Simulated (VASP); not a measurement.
A run of VASP 6.6.1:

Contents of POSCAR:

```
SrO
1.0
    0.0000000000      2.6340450000      2.4413100000
    2.6340450000      0.0000000000      2.4413100000
    2.6340450000      2.6340450000      0.0000000000
Sr O
1 1
Direct
    0.0000000000      0.0000000000      0.0000000000
    0.5000000000      0.5000000000      0.5000000000
```

The input INCAR.step1:

```
PREC = Accurate
ENCUT = 520
ISMEAR = 0
SIGMA = 0.05
LREAL = F
LASPH = T
NELM = 80
NBANDS = 15
GGA = PE
ALGO = Normal
EDIFF = 1E-4
LWAVE = T
LCHARG = F
```

The input INCAR.step2:

```
PREC = Accurate
ENCUT = 520
EDIFF = 1E-6
ISMEAR = 0
SIGMA = 0.05
LREAL = F
LASPH = T
NELM = 80
ALGO = Normal
ISIF = 2
LWAVE = F
LCHARG = T
METAGGA = R2SCAN
LMIXTAU = T
LELF = T
LVHAR = T
NBANDS = 15
ISTART = 1
```

File KPOINTS:

```
regular mesh
0
Gamma
  8 8 8
```

Potentials or basis: VASP PAW PBE potentials, release 64 (Sr_sv, O).

Launch:

```console
$ cat potpaw_PBE.64/Sr_sv/POTCAR potpaw_PBE.64/O/POTCAR > POTCAR
$ cp INCAR.step1 INCAR
$ mpirun -np 1 vasp_std > vasp.out
$ cp INCAR.step2 INCAR
$ mpirun -np 1 vasp_std > vasp.out
```

Hardware: 1 thread of AMD EPYC 7R43 64-Core Processor (Zen 3), with other jobs on the host.

Q: Estimate the wall time of this run.

A: It took 2.7 min on 1 thread of AMD EPYC 7R43 64-Core Processor (Zen 3), with other jobs on the host, peak memory 0.14 GiB. Counts: k points 59.
